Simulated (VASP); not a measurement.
# Tl8Br7 (a cell with a defect) in VASP: single point with PBE

Aim: the single point of Tl8Br7 (a cell with a defect) with PBE.

Everything below comes from runs of VASP 6.6.1. Logs are shortened: lines on timing, memory, paths and dates and some standing lists are left out, and cuts for length are marked.

**1. The cell of the first run**

The cell holds a defect, 15 atoms: a = 8.002 Å, b = 8.002 Å, c = 8.002 Å, α = 90.00°, β = 90.00°, γ = 90.00°.

**2. Single point, PBE**

Contents of INCAR:

```
  PREC = Accurate
  ENCUT = 520
  EDIFF = 1E-7
  ISMEAR = -1
  SIGMA = 0.1
  LREAL = Auto
  LASPH = True
  NELM = 60
  ALGO = Normal
  ISIF = 2
  LWAVE = False
  LCHARG = False
  GGA = PE
  NBANDS = 90
```

Contents of KPOINTS:

```
regular mesh
0
Gamma
  2 2 2
```

Contents of POSCAR:

```
Tl8Br7
1.0
    8.0015780000      0.0000000000      0.0000000000
    0.0000000000      8.0015780000      0.0000000000
    0.0000000000      0.0000000000      8.0015780000
Tl Br
8 7
Direct
    0.0014642112      0.0002114583      0.0014259687
    0.0001938368      0.0002996909      0.5003016905
    0.0220541498      0.5001448464      0.0244363049
    0.0231975493      0.5002905677      0.4800005699
    0.5004419128      0.0002760705      0.0024255216
    0.4992291520      0.0004082945      0.5016199305
    0.4776439097      0.5003460567      0.0232186701
    0.4787953076      0.5005091496      0.4787625641
    0.2504857167      0.2237862332      0.2516732325
    0.2510107381      0.2472474804      0.7517307211
    0.2504693449      0.7767870288      0.2516318656
    0.2503078768      0.7534370095      0.7516094950
    0.7504823424      0.2473549592      0.2513659181
    0.7507030488      0.7534716277      0.2516607349
    0.7504668454      0.5002438269      0.7515866245
```

Potentials or basis: VASP PAW PBE potentials, release 64 (Tl_d, Br).

On the command line:

```bash
$ cat potpaw_PBE.64/Tl_d/POTCAR potpaw_PBE.64/Br/POTCAR > POTCAR
$ mpirun -np 1 vasp_std > vasp.out
```

OUTCAR:

```text
PREC = Accurate
   ENCUT = 520
   EDIFF = 1E-7
   ISMEAR = -1
   LREAL = Auto
   LASPH = True
   NELM = 60
   ISIF = 2
   GGA = PE

 ion  position               nearest neighbor table
   1  0.001  0.000  0.001-  11 3.34   9 3.34  12 3.44  10 3.45  14 3.45  13 3.46   2 3.99   5 3.99
                             3 4.01   3 4.01   5 4.01   2 4.01
   2  0.000  0.000  0.500-   9 3.34  11 3.34  14 3.44  13 3.44  12 3.46  10 3.46   1 3.99   6 3.99
                             4 4.01   4 4.01   6 4.01   1 4.01
   3  0.022  0.500  0.024-  15 3.08   9 3.40  11 3.40   4 3.65   7 3.65   1 4.01   1 4.01
   4  0.023  0.500  0.480-  15 3.08   9 3.40  11 3.40   3 3.65   8 3.65   2 4.01   2 4.01
   5  0.500  0.000  0.002-  11 3.34   9 3.34  13 3.45  14 3.45  10 3.45  12 3.45   1 3.99   6 3.99
                             6 4.01   7 4.01   7 4.01   1 4.01
   6  0.499  0.000  0.502-   9 3.34  11 3.34  10 3.44  12 3.45  14 3.46  13 3.46   2 3.99   5 3.99
                             5 4.01   8 4.01   2 4.01   8 4.01
   7  0.478  0.500  0.023-  15 3.08  11 3.40   9 3.40   8 3.65   3 3.65   5 4.01   5 4.01
   8  0.479  0.501  0.479-  15 3.08  11 3.40   9 3.40   7 3.65   4 3.65   6 4.01   6 4.01
   9  0.250  0.224  0.252-   6 3.34   2 3.34   5 3.34   1 3.34   3 3.40   4 3.40   8 3.40   7 3.40
[... 4 lines left out ...]
  12  0.250  0.753  0.752-   1 3.44   6 3.45   5 3.45   2 3.46
  13  0.750  0.247  0.251-   2 3.44   5 3.45   1 3.46   6 3.46
  14  0.751  0.753  0.252-   2 3.44   5 3.45   1 3.45   6 3.46
  15  0.750  0.500  0.752-   4 3.08   3 3.08   7 3.08   8 3.08

  LATTYP: Found a simple cubic cell.
 ALAT       =     8.0015780000

  Lattice vectors:

 A1 = (   8.0015780000,   0.0000000000,   0.0000000000)
 A2 = (   0.0000000000,   8.0015780000,   0.0000000000)
 A3 = (   0.0000000000,   0.0000000000,   8.0015780000)

Analysis of symmetry for initial positions (statically):
=====================================================================
 Subroutine PRICEL returns:
 Original cell was already a primitive cell.

 Routine SETGRP: Setting up the symmetry group for a
 simple cubic supercell.

 Subroutine GETGRP returns: Found  1 space group operations
 (whereof  1 operations were pure point group operations)
 out of a pool of 48 trial point group operations.

The static configuration has the point symmetry C_1 .

Analysis of symmetry for dynamics (positions and initial velocities):
=====================================================================
 Subroutine PRICEL returns:
 Original cell was already a primitive cell.

 Routine SETGRP: Setting up the symmetry group for a
 simple cubic supercell.

 Subroutine GETGRP returns: Found  1 space group operations
 (whereof  1 operations were pure point group operations)
 out of a pool of 48 trial point group operations.

The dynamic configuration has the point symmetry C_1 .

 Subroutine INISYM returns: Found  1 space group operations
 (whereof  1 operations are pure point group operations),
 and found     1 'primitive' translations

----------------------------------------------------------------------------------------

                                     Primitive cell

  volume of cell :     512.3030

  direct lattice vectors                    reciprocal lattice vectors
     8.001578000  0.000000000  0.000000000     0.124975349  0.000000000  0.000000000
     0.000000000  8.001578000  0.000000000     0.000000000  0.124975349  0.000000000
     0.000000000  0.000000000  8.001578000     0.000000000  0.000000000  0.124975349

  length of vectors
     8.001578000  8.001578000  8.001578000     0.124975349  0.124975349  0.124975349

  position of ions in fractional coordinates (direct lattice)
     0.001464211  0.000211458  0.001425969
     0.000193837  0.000299691  0.500301691
     0.022054150  0.500144846  0.024436305
     0.023197549  0.500290568  0.480000570
     0.500441913  0.000276071  0.002425522
     0.499229152  0.000408294  0.501619930
     0.477643910  0.500346057  0.023218670
     0.478795308  0.500509150  0.478762564
     0.250485717  0.223786233  0.251673233
     0.251010738  0.247247480  0.751730721
     0.250469345  0.776787029  0.251631866
     0.250307877  0.753437009  0.751609495
     0.750482342  0.247354959  0.251365918
[... 33 lines left out ...]
     0.000000000  0.062487674  0.000000000     0.000000000  0.500000000  0.000000000
     0.000000000  0.000000000  0.062487674     0.000000000  0.000000000  0.500000000

  Length of vectors
     0.062487674  0.062487674  0.062487674

  Shift w.r.t. Gamma in fractional coordinates (k-lattice)
     0.000000000  0.000000000  0.000000000

 Subroutine IBZKPT returns following result:
 ===========================================

 Found      8 irreducible k-points:

 Following reciprocal coordinates:
            Coordinates               Weight
  0.000000  0.000000  0.000000      1.000000
  0.500000  0.000000  0.000000      1.000000
  0.000000  0.500000  0.000000      1.000000
  0.000000  0.000000  0.500000      1.000000
  0.500000  0.500000  0.000000      1.000000
  0.000000  0.500000  0.500000      1.000000
  0.500000  0.000000  0.500000      1.000000
  0.500000  0.500000  0.500000      1.000000
   k-points           NKPTS =      8   k-points in BZ     NKDIM =      8   number of bands    NBANDS=     90
   number of dos      NEDOS =    301   number of ions     NIONS =     15
   total plane-waves  NPLWV = 216000
   dimension x,y,z NGX =    60 NGY =   60 NGZ =   60
   dimension x,y,z NGXF=   120 NGYF=  120 NGZF=  120
   ions per type =               8   7
   NGX,Y,Z   is equivalent  to a cutoff of  12.47, 12.47, 12.47 a.u.
   NGXF,Y,Z  is equivalent  to a cutoff of  24.93, 24.93, 24.93 a.u.
 SYSTEM =  unknown system
   PREC   = accura    normal or accurate (medium, high low for compatibility)
   ISTART =      0    job   : 0-new  1-cont  2-samecut
   ICHARG =      2    charge: 1-file 2-atom 10-const
   ISPIN  =      1    spin polarized calculation?
   LNONCOLLINEAR =      F non collinear calculations
   LSORBIT =      F    spin-orbit coupling
   LASPH  =      T    aspherical Exc in radial PAW
   ENCUT  =  520.0 eV  38.22 Ry    6.18 a.u.  14.88 14.88 14.88*2*pi/ulx,y,z
   NELM   =     60;   NELMIN=  2; NELMDL= -5     # of ELM steps
   EDIFF  = 0.1E-06   stopping-criterion for ELM
   LREAL  =      T    real-space projection
   EDIFFG = 0.1E-05   stopping-criterion for IOM
   NSW    =      0    number of steps for IOM
   IBRION =     -1    ionic relax: 0-MD 1-quasi-New 2-CG
   NFREE  =      0    steps in history (QN), initial steepest desc. (CG)
   ISIF   =      2    stress and relaxation
   ISYM   =      2    0-nonsym 1-usesym 2-fastsym
   POTIM  = 0.5000    time-step for ionic-motion
   TEBEG  =    0.0;   TEEND  =   0.0 temperature during run
   PSTRESS=    0.0 pullay stress
   NELECT =     153.0000    total number of electrons
   NUPDOWN=      -1.0000    fix difference up-down
   EMIN   =  10.00;   EMAX   =-10.00  energy-range for DOS
   EFERMI =   0.00;   METHOD = LEGACY
   ISMEAR =    -1;   SIGMA  =   0.10  broadening in eV -4-tet -1-fermi 0-gaus
   EFERMI_NEDOS =   21; number of points for ismear=-14 and -15
   IALGO  =     38    algorithm
   IMIX   =      4    mixing-type and parameters
     AMIX     =   0.40;   BMIX     =  1.00
     AMIX_MAG =   1.60;   BMIX_MAG =  1.00
  volume/ion in A,a.u.               =      34.15       230.48
  Fermi-wavevector in a.u.,A,eV,Ry     =   1.094283  2.067895 16.292369  1.197455
  Thomas-Fermi vector in A             =   2.230585
   LORBIT       =      0    0 simple, 1 ext, 2 COOP (PROOUT), +10 PAW based schemes
   GGA     = PE    functional components
   LHFCALC =     F    Hartree Fock is set to
   AEXX    =    0.0000 exact exchange contribution
   IVDW    =     0    specifies the selected vdW correction
   LEPSILON=     F    determine dielectric tensor
   LRPA    =     F    only Hartree local field effects (RPA)
 non-spin polarized calculation
  energy-cutoff  :      520.00
  volume of cell :      512.30
 maximum number of plane-waves:     13854
 NGX is ok and might be reduce to    60
   NGX = 29   NGY = 29   NGZ = 29

 number of electron     153.0000020 magnetization

 Free energy of the ion-electron system (eV)
  ---------------------------------------------------
  ext. energy  EPLUGINS =         0.00000000
  ---------------------------------------------------
  free energy    TOTEN  =       -40.15694374 eV

  energy without entropy =      -40.10466097  energy(sigma->0) =      -40.13080236

 E-fermi :   4.1268     XC(G=0):  -8.5707

 val. band max:        4.0255514936   @ k =   0.0000   0.5000   0.0000
 cond. band min:       4.2473203914   @ k =   0.0000   0.0000   0.0000
 fundamental gap:      0.2217688978
 Fermi energy:         4.1268164618

 k-point     1 :       0.0000    0.0000    0.0000
  band No.  band energies     occupation
      1     -11.9368      2.00000
      2     -11.7407      2.00000
      3     -11.6944      2.00000
      4     -11.5346      2.00000
      5     -11.5290      2.00000
      6     -11.4198      2.00000
[... 717 lines left out ...]
     87       6.4978      0.00000
     88       6.5058      0.00000
 [bands above 88 left out]

------------------------ aborting loop because EDIFF is reached ----------------------------------------

  FORCE on cell =-STRESS in cart. coord.  units (eV):
  Direction    XX          YY          ZZ          XY          YZ          ZX
  --------------------------------------------------------------------------------------
  -------------------------------------------------------------------------------------
  Total        3.3568512      3.7138425      3.3645332     -0.0032169     -0.0069684     -0.0001828
  in kB       10.4982217     11.6146768     10.5222463     -0.0100605     -0.0217930     -0.0005716
  external PRESSURE =      10.8783816 kB  Pullay stress =       0.0000000 kB

 VOLUME and BASIS-vectors are now :
 -----------------------------------------------------------------------------
  energy-cutoff  :      520.00
  volume of cell :      512.30
      direct lattice vectors                 reciprocal lattice vectors
     8.001578000  0.000000000  0.000000000     0.124975349  0.000000000  0.000000000
     0.000000000  8.001578000  0.000000000     0.000000000  0.124975349  0.000000000
     0.000000000  0.000000000  8.001578000     0.000000000  0.000000000  0.124975349

 POSITION                                       TOTAL-FORCE (eV/Angst)
 -----------------------------------------------------------------------------------
      0.01172      0.00169      0.01141        -0.018572      0.000325     -0.018903
      0.00155      0.00240      4.00320        -0.019261     -0.001756      0.016868
      0.17647      4.00195      0.19553        -0.005821      0.000661     -0.008663
      0.18562      4.00311      3.84076        -0.006020     -0.000522      0.004511
      4.00432      0.00221      0.01941         0.018519      0.000208     -0.020427
      3.99462      0.00327      4.01375         0.020472     -0.000251      0.016616
      3.82190      4.00356      0.18579         0.006255     -0.000455     -0.007669
      3.83112      4.00486      3.83086         0.006705     -0.001813      0.005762
      2.00428      1.79064      2.01378         0.000242     -0.007801      0.004920
      2.00848      1.97837      6.01503        -0.003071      0.003851     -0.003714
      2.00415      6.21552      2.01345        -0.000505      0.008070      0.004837
      2.00286      6.02868      6.01406         0.000786     -0.003546      0.001606
      6.00504      1.97923      2.01132         0.001166      0.003661      0.000073
      6.00681      6.02896      2.01368        -0.000550     -0.001138      0.001511
      6.00492      4.00274      6.01388        -0.000345      0.000504      0.002672
 -----------------------------------------------------------------------------------
    total drift:                                0.001696      0.001925      0.018018

  FREE ENERGIE OF THE ION-ELECTRON SYSTEM (eV)
  ---------------------------------------------------
  free  energy   TOTEN  =       -40.1569437400 eV

  energy  without entropy=      -40.1046609736  energy(sigma->0) =      -40.13080236
```

Run time: 9.2 min. Hardware: 1 thread of Intel Xeon Platinum 8488C (Sapphire Rapids), shared host; peak memory 0.6 GiB.

Results:

```
Free energy            : -40.1569 eV
Pressure               : 1.1 GPa
Largest force          : 0.028 eV/Å
Band gap on the k mesh : zero (an odd number of electrons rules out a gap without spin polarisation)
```

Forces in eV/Å, atoms in the order of the input:
```
Tl  -0.019  0.000 -0.019
Tl  -0.019 -0.002  0.017
Tl  -0.006  0.001 -0.009
Tl  -0.006 -0.001  0.005
Tl   0.019  0.000 -0.020
Tl   0.020  0.000  0.017
Tl   0.006  0.000 -0.008
Tl   0.007 -0.002  0.006
Br   0.000 -0.008  0.005
Br  -0.003  0.004 -0.004
Br  -0.001  0.008  0.005
Br   0.001 -0.004  0.002
Br   0.001  0.004  0.000
Br  -0.001 -0.001  0.002
Br   0.000  0.001  0.003
```

Levels at points of the mesh, in eV from the Fermi level:
```
           k point  band 73  band 74  band 75  band 76  band 77  band 78  band 79  band 80
(0.00, 0.00, 0.00)    -2.96    -2.82    -2.34    -2.34    -0.52    -0.36    -0.29     0.12
(0.50, 0.00, 0.00)    -3.06    -3.02    -2.98    -2.95     0.35     0.38     0.67     0.69
(0.00, 0.50, 0.00)    -3.16    -3.08    -2.88    -2.88    -0.10     0.81     0.96     0.96
(0.00, 0.00, 0.50)    -3.06    -3.02    -2.98    -2.95     0.35     0.38     0.67     0.69
(0.50, 0.50, 0.00)    -2.97    -2.95    -2.83    -2.33     0.60     0.90     0.93     1.04
(0.00, 0.50, 0.50)    -2.97    -2.95    -2.83    -2.33     0.60     0.90     0.93     1.04
(0.50, 0.00, 0.50)    -2.88    -2.88    -2.60    -2.60     0.59     0.59     0.70     0.94
(0.50, 0.50, 0.50)    -2.84    -2.74    -2.62    -2.62     0.77     1.22     1.22     1.53
```

Caveat: the k points lie up to 0.39 Å⁻¹ apart, too coarse for converged energies and pressures of a metal; spin-orbit coupling is left out, which moves the levels of the heavy elements; an odd number of electrons without spin polarisation forces a metal; a magnetic or distorted state may lie lower.

The gap in the log of VASP goes by the Fermi energy; the results here count the filled bands.